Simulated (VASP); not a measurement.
The system is Zr.

```xyz
2
Lattice="0.0000 3.0396 3.0396 3.0396 0.0000 3.0396 3.0396 3.0396 0.0000" Properties=species:S:1:pos:R:3 pbc="T T T"
Zr   -0.7599   -0.7599   -0.7599
Zr    0.7599    0.7599    0.7599
```

| Quantity | Value |
| --- | --- |
| Program | VASP 6.6.1 |
| Task | relaxation of cell and atoms |
| Functional | PBEsol |
| Potentials or basis | VASP PAW PBE potentials, release 64 (Zr_sv) |
| Cutoff | 600 eV |
| k mesh | 12 × 12 × 12 |
| Occupations | fermi-dirac, width 0.1 eV |
| Spin | no spin polarisation |

At the start: pressure 1.4 GPa; volume 28.08 Å³/atom.

Q: Where does the relaxation end?

A: Over 3 steps the energy falls by 4.2 meV/atom and the volume is 29.07 Å³/atom (+3.5 %); space group Fd-3m (No. 227, to 0.05 Å).

Step by step:
```csv
step,energy change (eV),largest force (eV/Å),pressure (GPa),volume (Å³)
1,0.0000,0.0000,1.40,56.17
2,-0.0084,0.0000,-0.03,58.19
3,-0.0084,0.0000,-0.01,58.14
```

Final structure:
```yaml
crystal:
  lattice:
    - [0.00000, 3.07477, 3.07477]
    - [3.07477, 0.00000, 3.07477]
    - [3.07477, 3.07477, 0.00000]
  atoms:
    - { symbol: Zr, position: [0.87500, 0.87500, 0.87500] }
    - { symbol: Zr, position: [0.12500, 0.12500, 0.12500] }
```

Caveat: the PAW data sets were made with another functional, which shifts forces and pressure a little.
